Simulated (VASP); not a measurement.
# Mg2ZnN2 (I4/mmm) in VASP: further runs

Mg2ZnN2 is run at these levels: PBE; tasks: single point, relaxation of cell and atoms.

Program: VASP 6.6.1. These are calculated values, not measurements. Logs are shortened: lines on timing, memory, paths and dates and some standing lists are left out, and cuts for length are marked.

**1. The cell of the first run**

The structure is tetragonal, space group I4/mmm (No. 139). Conventional cell: a = 3.158 Å, b = 3.158 Å, c = 12.244 Å, α = 90.00°, β = 90.00°, γ = 90.00°. Within 2.9 Å of Mg (site symmetry 4mm) lie 5 N at 2.17 to 2.25 Å. Zn (site symmetry 4/mmm) has 2 N at 1.84 Å within 2.4 Å. N (site symmetry 4mm) has 1 Zn at 1.84 Å and 5 Mg at 2.17 to 2.25 Å within 2.4 Å.

**2. Single point, PBE**

Input file INCAR:

```
SYSTEM = Mg2ZnN2
PREC = Accurate
ENCUT = 520
EDIFF = 1E-7
ISMEAR = 0
SIGMA = 0.02
LREAL = .FALSE.
LASPH = .TRUE.
NELM = 100
ALGO = Normal
ISIF = 2
LWAVE = .FALSE.
LCHARG = .FALSE.
GGA = PE
NBANDS = 21
```

Input file KPOINTS:

```
regular mesh
0
G
  16 16 16
  0 0 0
```

Input file POSCAR:

```
Mg2ZnN2
1.0
   -1.5790504157      1.5790504157      6.1221042162
    1.5790504157     -1.5790504157      6.1221042162
    1.5790504157      1.5790504157     -6.1221042162
Mg Zn N
2 1 2
Direct
    0.3278748076      0.3278748076      0.0000000000
    0.6721251924      0.6721251924      0.0000000000
    0.0000000000      0.0000000000      0.0000000000
    0.1505430198      0.1505430198      0.0000000000
    0.8494569802      0.8494569802      0.0000000000
```

Potentials or basis: VASP PAW PBE potentials, release 64 (Mg, Zn, N).

On the command line:

```
cat potpaw_PBE.64/Mg/POTCAR potpaw_PBE.64/Zn/POTCAR potpaw_PBE.64/N/POTCAR > POTCAR
mpirun -np 1 vasp_std > vasp.out
```

OUTCAR:

```text
SYSTEM = Mg2ZnN2
   PREC = Accurate
   ENCUT = 520
   EDIFF = 1E-7
   ISMEAR = 0
   LREAL = .FALSE.
   LASPH = .TRUE.
   NELM = 100
   ISIF = 2
   GGA = PE

 ion  position               nearest neighbor table
   1  0.328  0.328  0.000-   4 2.17   5 2.25   5 2.25   5 2.25   5 2.25   2 2.94   2 2.94   2 2.94
                             2 2.94   3 3.07   3 3.07   3 3.07   3 3.07
   2  0.672  0.672  0.000-   5 2.17   4 2.25   4 2.25   4 2.25   4 2.25   1 2.94   1 2.94   1 2.94
                             1 2.94   3 3.07   3 3.07   3 3.07   3 3.07
   3  0.000  0.000  0.000-   4 1.84   5 1.84   1 3.07   2 3.07   2 3.07   2 3.07   2 3.07   1 3.07
                             1 3.07   1 3.07
   4  0.151  0.151  0.000-   3 1.84   1 2.17   2 2.25   2 2.25   2 2.25   2 2.25
   5  0.849  0.849  0.000-   3 1.84   2 2.17   1 2.25   1 2.25   1 2.25   1 2.25

  LATTYP: Found a body centered tetragonal cell.
 ALAT       =     3.1581008314
 C/A-ratio  =     3.8770796393

  Lattice vectors:

 A1 = (  -1.5790504157,   1.5790504157,   6.1221042162)
 A2 = (   1.5790504157,  -1.5790504157,   6.1221042162)
 A3 = (   1.5790504157,   1.5790504157,  -6.1221042162)

Analysis of symmetry for initial positions (statically):
=====================================================================
 Subroutine PRICEL returns:
 Original cell was already a primitive cell.

 Routine SETGRP: Setting up the symmetry group for a
 body centered tetragonal supercell.

 Subroutine GETGRP returns: Found 16 space group operations
 (whereof 16 operations were pure point group operations)
 out of a pool of 16 trial point group operations.

The static configuration has the point symmetry D_4h.

Analysis of symmetry for dynamics (positions and initial velocities):
=====================================================================
 Subroutine PRICEL returns:
 Original cell was already a primitive cell.

 Routine SETGRP: Setting up the symmetry group for a
 body centered tetragonal supercell.

 Subroutine GETGRP returns: Found 16 space group operations
 (whereof 16 operations were pure point group operations)
 out of a pool of 16 trial point group operations.

The dynamic configuration has the point symmetry D_4h.

 Subroutine INISYM returns: Found 16 space group operations
 (whereof 16 operations are pure point group operations),
 and found     1 'primitive' translations

----------------------------------------------------------------------------------------

                                     Primitive cell

  volume of cell :      61.0594

  direct lattice vectors                    reciprocal lattice vectors
    -1.579050416  1.579050416  6.122104216     0.000000000  0.316646001  0.081671266
     1.579050416 -1.579050416  6.122104216     0.316646001  0.000000000  0.081671266
     1.579050416  1.579050416 -6.122104216     0.316646001  0.316646001  0.000000000

  length of vectors
     6.516667896  6.516667896  6.516667896     0.327009000  0.327009000  0.447805070

  position of ions in fractional coordinates (direct lattice)
     0.327874808  0.327874808  0.000000000
     0.672125192  0.672125192  0.000000000
     0.000000000  0.000000000  0.000000000
     0.150543020  0.150543020  0.000000000
     0.849456980  0.849456980  0.000000000

  ion indices of the primitive-cell ions
   primitive index   ion index
                 1           1
                 2           2
                 3           3
                 4           4
                 5           5

----------------------------------------------------------------------------------------

 KPOINTS: regular mesh

Automatic generation of k-mesh.
 Grid dimensions read from file:
 generate k-points for:   16   16   16

 Generating k-lattice:

  Cartesian coordinates                     Fractional coordinates (reciprocal lattice)
     0.000000000  0.019790375  0.005104454     0.062500000  0.000000000  0.000000000
     0.019790375  0.000000000  0.005104454     0.000000000  0.062500000  0.000000000
     0.019790375  0.019790375  0.000000000     0.000000000  0.000000000  0.062500000

  Length of vectors
     0.020438062  0.020438062  0.027987817

  Shift w.r.t. Gamma in fractional coordinates (k-lattice)
     0.000000000  0.000000000  0.000000000

 Subroutine IBZKPT returns following result:
 ===========================================

 Found    349 irreducible k-points:

 Following reciprocal coordinates:
            Coordinates               Weight
  0.000000  0.000000  0.000000      1.000000
  0.062500  0.000000 -0.000000      8.000000
  0.125000  0.000000 -0.000000      8.000000
  0.187500  0.000000  0.000000      8.000000
  0.250000  0.000000 -0.000000      8.000000
  0.312500  0.000000 -0.000000      8.000000
[... 16 lines left out ...]
 -0.125000  0.062500  0.000000     16.000000
 -0.062500  0.062500  0.000000      4.000000
 [... further k-points ...]
   k-points           NKPTS =    349   k-points in BZ     NKDIM =    349   number of bands    NBANDS=     21
   number of dos      NEDOS =    301   number of ions     NIONS =      5
   total plane-waves  NPLWV = 110592
   dimension x,y,z NGX =    48 NGY =   48 NGZ =   48
   dimension x,y,z NGXF=    96 NGYF=   96 NGZF=   96
   ions per type =               2   1   2
   NGX,Y,Z   is equivalent  to a cutoff of  12.25, 12.25, 12.25 a.u.
   NGXF,Y,Z  is equivalent  to a cutoff of  24.49, 24.49, 24.49 a.u.
 SYSTEM =  Mg2ZnN2
   PREC   = accura    normal or accurate (medium, high low for compatibility)
   ISTART =      0    job   : 0-new  1-cont  2-samecut
   ICHARG =      2    charge: 1-file 2-atom 10-const
   ISPIN  =      1    spin polarized calculation?
   LNONCOLLINEAR =      F non collinear calculations
   LSORBIT =      F    spin-orbit coupling
   LASPH  =      T    aspherical Exc in radial PAW
   ENCUT  =  520.0 eV  38.22 Ry    6.18 a.u.  12.12 12.12 12.12*2*pi/ulx,y,z
   NELM   =    100;   NELMIN=  2; NELMDL= -5     # of ELM steps
   EDIFF  = 0.1E-06   stopping-criterion for ELM
   LREAL  =      F    real-space projection
   EDIFFG = 0.1E-05   stopping-criterion for IOM
   NSW    =      0    number of steps for IOM
   IBRION =     -1    ionic relax: 0-MD 1-quasi-New 2-CG
   NFREE  =      0    steps in history (QN), initial steepest desc. (CG)
   ISIF   =      2    stress and relaxation
   ISYM   =      2    0-nonsym 1-usesym 2-fastsym
   POTIM  = 0.5000    time-step for ionic-motion
   TEBEG  =    0.0;   TEEND  =   0.0 temperature during run
   PSTRESS=    0.0 pullay stress
   NELECT =      26.0000    total number of electrons
   NUPDOWN=      -1.0000    fix difference up-down
   EMIN   =  10.00;   EMAX   =-10.00  energy-range for DOS
   EFERMI =   0.00;   METHOD = LEGACY
   ISMEAR =     0;   SIGMA  =   0.02  broadening in eV -4-tet -1-fermi 0-gaus
   EFERMI_NEDOS =   21; number of points for ismear=-14 and -15
   IALGO  =     38    algorithm
   IMIX   =      4    mixing-type and parameters
     AMIX     =   0.40;   BMIX     =  1.00
     AMIX_MAG =   1.60;   BMIX_MAG =  1.00
  volume/ion in A,a.u.               =      12.21        82.41
  Fermi-wavevector in a.u.,A,eV,Ry     =   1.231634  2.327451 20.638985  1.516923
  Thomas-Fermi vector in A             =   2.366436
   LORBIT       =      0    0 simple, 1 ext, 2 COOP (PROOUT), +10 PAW based schemes
   GGA     = PE    functional components
   LHFCALC =     F    Hartree Fock is set to
   AEXX    =    0.0000 exact exchange contribution
   IVDW    =     0    specifies the selected vdW correction
   LEPSILON=     F    determine dielectric tensor
   LRPA    =     F    only Hartree local field effects (RPA)
 non-spin polarized calculation
 Gauss-broadening in eV      SIGMA  =   0.02
  energy-cutoff  :      520.00
  volume of cell :       61.06
 maximum number of plane-waves:      1668
   NGX = 25   NGY = 25   NGZ = 25

 number of electron      25.9999996 magnetization

 Free energy of the ion-electron system (eV)
  ---------------------------------------------------
  ext. energy  EPLUGINS =         0.00000000
  ---------------------------------------------------
  free energy    TOTEN  =       -23.14444241 eV

  energy without entropy =      -23.14444241  energy(sigma->0) =      -23.14444241

 E-fermi :   3.5967     XC(G=0): -10.5084

 val. band max:        3.5123114255   @ k =  -0.3750   0.3750   0.3750
 cond. band min:       4.0019018605   @ k =  -0.2500   0.3125   0.2500
 fundamental gap:      0.4895904350
 Fermi energy:         3.5967214808

 k-point     1 :       0.0000    0.0000    0.0000
  band No.  band energies     occupation
      1     -11.0571      2.00000
      2      -9.7615      2.00000
      3      -4.1735      2.00000
      4      -3.8516      2.00000
      5      -3.5706      2.00000
      6      -3.5706      2.00000
[... 13 lines left out ...]
     20      12.9057      0.00000
     21      12.9449      0.00000

 k-point     2 :       0.0625    0.0000   -0.0000
  band No.  band energies     occupation
      1     -11.0275      2.00000
      2      -9.7482      2.00000
      3      -4.1629      2.00000
      4      -3.8446      2.00000
      5      -3.5825      2.00000
      6      -3.5695      2.00000
[... 13 lines left out ...]
     20      12.9430      0.00000
     21      13.8784      0.00000

 k-point     3 :       0.1250    0.0000   -0.0000
  band No.  band energies     occupation
      1     -10.9412      2.00000
      2      -9.7104      2.00000
      3      -4.1315      2.00000
      4      -3.8254      2.00000
      5      -3.6177      2.00000
      6      -3.5666      2.00000
[... 13 lines left out ...]
     20      13.0559      0.00000
     21      14.4307      0.00000
[... 457 lines left out ...]
 k-point    23 :      -0.1250    0.0625    0.0000
  band No.  band energies     occupation
      1     -10.9220      2.00000
      2      -9.6812      2.00000
      3      -4.1346      2.00000
      4      -3.8175      2.00000
      5      -3.6167      2.00000
      6      -3.5781      2.00000
[... 13 lines left out ...]
     20      14.0450      0.00000
     21      14.5978      0.00000

 k-point    24 :      -0.0625    0.0625    0.0000
  band No.  band energies     occupation
      1     -11.0030      2.00000
      2      -9.7266      2.00000
      3      -4.1593      2.00000
      4      -3.8374      2.00000
      5      -3.5829      2.00000
      6      -3.5801      2.00000
[... 13 lines left out ...]
     20      13.8364      0.00000
     21      14.0313      0.00000

 [... further k-points ...]
[... 5 lines left out ...]
  --------------------------------------------------------------------------------------
  -------------------------------------------------------------------------------------
  Total       -0.1565655     -0.1565655      0.3330041      0.0000000      0.0000000      0.0000000
  in kB       -4.1082234     -4.1082234      8.7379076      0.0000000      0.0000000      0.0000000
  external PRESSURE =       0.1738203 kB  Pullay stress =       0.0000000 kB

 VOLUME and BASIS-vectors are now :
 -----------------------------------------------------------------------------
  energy-cutoff  :      520.00
  volume of cell :       61.06
      direct lattice vectors                 reciprocal lattice vectors
    -1.579050416  1.579050416  6.122104216     0.000000000  0.316646001  0.081671266
     1.579050416 -1.579050416  6.122104216     0.316646001  0.000000000  0.081671266
     1.579050416  1.579050416 -6.122104216     0.316646001  0.316646001  0.000000000

 POSITION                                       TOTAL-FORCE (eV/Angst)
 -----------------------------------------------------------------------------------
      0.00000      0.00000      4.01457        -0.000000     -0.000000     -0.018424
      0.00000      0.00000      8.22964        -0.000000     -0.000000      0.018424
      0.00000      0.00000      0.00000        -0.000000     -0.000000      0.000000
      0.00000      0.00000      1.84328         0.000000      0.000000      0.126504
      0.00000      0.00000     10.40093         0.000000      0.000000     -0.126504
 -----------------------------------------------------------------------------------
    total drift:                               -0.000000     -0.000000      0.000000

  FREE ENERGIE OF THE ION-ELECTRON SYSTEM (eV)
  ---------------------------------------------------
  free  energy   TOTEN  =       -23.1444424081 eV

  energy  without entropy=      -23.1444424081  energy(sigma->0) =      -23.14444241
```

Run time: 11 min. Hardware: 1 thread of AMD EPYC 9R45 (Zen 5), shared host; peak memory 0.66 GiB.

Results:

- Free energy: -23.1444 eV
- Pressure: 0.0 GPa
- Largest force: 0.127 eV/Å
- Band gap on the k mesh: 0.49 eV, indirect (least direct gap 0.57 eV)

Forces in eV/Å, atoms in the order of the input:
```
Mg   0.000  0.000 -0.018
Mg   0.000  0.000  0.018
Zn   0.000  0.000  0.000
N    0.000  0.000  0.127
N    0.000  0.000 -0.127
```

Stress tensor (GPa, compression positive):
```
-0.41  0.00  0.00
 0.00 -0.41  0.00
 0.00  0.00  0.87
```

A k mesh can miss the band edges. Expect the measured gap to be larger: semilocal functionals such as PBE lack the derivative discontinuity.

**3. Single point, PBE**

Input file INCAR:

```
PREC = Accurate ; ENCUT = 520
EDIFF = 1E-7 ; ISMEAR = 0
SIGMA = 0.02 ; LREAL = F
LASPH = T ; NELM = 100
ALGO = Normal ; ISIF = 2
LWAVE = F ; LCHARG = F
GGA = PE ; NBANDS = 21
```

Input file KPOINTS:

```
regular mesh
0
Gamma
  12 12 12
```

POSCAR is that of step 2.

Potentials or basis: VASP PAW PBE potentials, release 64 (Mg, Zn, N).

On the command line:

```
cat potpaw_PBE.64/Mg/POTCAR potpaw_PBE.64/Zn/POTCAR potpaw_PBE.64/N/POTCAR > POTCAR
mpirun -np 1 vasp_std > vasp.out
```

Run time: 5.2 min. Hardware: 1 thread of AMD EPYC 9R45 (Zen 5), shared host; peak memory 0.45 GiB.

Results (log left out):

- Free energy: -23.1444 eV
- Pressure: 0.0 GPa
- Largest force: 0.126 eV/Å
- Band gap on the k mesh: 0.52 eV, indirect (least direct gap 0.59 eV)

Forces in eV/Å, atoms in the order of the input:
```
Mg   0.000  0.000 -0.018
Mg   0.000  0.000  0.018
Zn   0.000  0.000  0.000
N    0.000  0.000  0.126
N    0.000  0.000 -0.126
```

Stress tensor (GPa, compression positive):
```
-0.41  0.00  0.00
 0.00 -0.41  0.00
 0.00  0.00  0.87
```

Levels at points of the mesh, in eV from the valence-band top:
| k point | band 9 | band 10 | band 11 | band 12 | band 13 | band 14 | band 15 | band 16 | band 17 | band 18 |
| --- | --- | --- | --- | --- | --- | --- | --- | --- | --- | --- |
| (0.00, 0.00, 0.00) | -2.12 | -0.64 | -0.64 | -0.55 | -0.55 | 0.65 | 5.01 | 7.14 | 7.42 | 9.03 |
| (0.50, 0.00, 0.00) | -4.36 | -2.90 | -2.62 | -0.56 | -0.14 | 0.82 | 3.82 | 7.10 | 7.26 | 8.96 |
| (0.50, 0.50, 0.00) | -3.29 | -3.20 | -2.51 | -2.21 | -1.99 | 2.50 | 2.99 | 3.67 | 5.80 | 7.20 |
| (0.50, 0.50, 0.50) | -4.40 | -1.11 | -1.11 | -0.01 | -0.01 | 2.73 | 3.80 | 6.84 | 7.11 | 8.86 |

A k mesh can miss the band edges. A hybrid or GW would open this gap; PBE tends to underestimate it.

(Part 1 of 2 ends here.)
